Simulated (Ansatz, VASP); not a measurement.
## HgPt in VASP and in Ansatz

The input INCAR:

```
SYSTEM = HgPt
  ALGO = Normal
  EDIFF = 1E-8
  ENCUT = 430
  GGA_COMPAT = .FALSE.
  ISIF = 2
  ISMEAR = -1
  LASPH = .TRUE.
  LCHARG = .FALSE.
  LEFG = .TRUE.
  LREAL = .FALSE.
  LWAVE = .FALSE.
  NBANDS = 26
  NELM = 120
  PREC = Accurate
  SIGMA = 0.03
```

KPOINTS

```
k-points
0
G
  12 12 10
  0 0 0
```

The input POSCAR:

```
HgPt
1.0
    3.0100965888      0.0000000000      0.0000000000
    0.0000000000      3.0100965888      0.0000000000
    0.0000000000      0.0000000000      3.8753347196
Hg Pt
1 1
Direct
    0.0000000000      0.0000000000      0.0000000000
    0.5000000000      0.5000000000      0.5000000000
```

Input for Ansatz:

```yaml
crystal:
  lattice:
    - [3.0100965888, 0.0, 0.0]
    - [0.0, 3.0100965888, 0.0]
    - [0.0, 0.0, 3.8753347196]
  atoms:
    - { symbol: Hg, position: [0.0, 0.0, 0.0] }
    - { symbol: Pt, position: [0.5, 0.5, 0.5] }
kpoints:
  mp_grid: { grid: [12, 12, 10] }
scf:
  occupations: { method: fermi_dirac, width: 0.03 }
hamiltonian:
  xc: lda
  pseudopotentials: { kind: paw }
output:
  forces: true
  stress: true
  eigenvalues: true
  efg: { contact_densities: true }
```

Change from the starting cell: volume scaled by 1.04, PAW files.

Alike in both runs: task electric field gradients; functional LDA; k mesh 12 × 12 × 10; occupations fermi-dirac, width 0.03 eV; no spin polarisation.

|  | VASP | Ansatz |
| --- | --- | --- |
| version | VASP 6.6.1 | Ansatz 0.2.0 |
| potentials or method | VASP PAW LDA potentials, release 64 (Hg_sv_GW, Pt_sv_GW) | PAW with Ansatz's default frozen-core files, scalar-relativistic |
| plane-wave cutoff (eV) | 430 | 420 |
| valence electrons in the cell | 38 | 38 |

```csv
,VASP,Ansatz,Ansatz less VASP
size of Vzz on the site where it differs most (V/Å²),114.4,89.4,-24.99
```

LDA's correlation is that of Perdew and Zunger in VASP and of Perdew and Wang (1992) in Ansatz.

Neither program's run includes spin-orbit coupling.
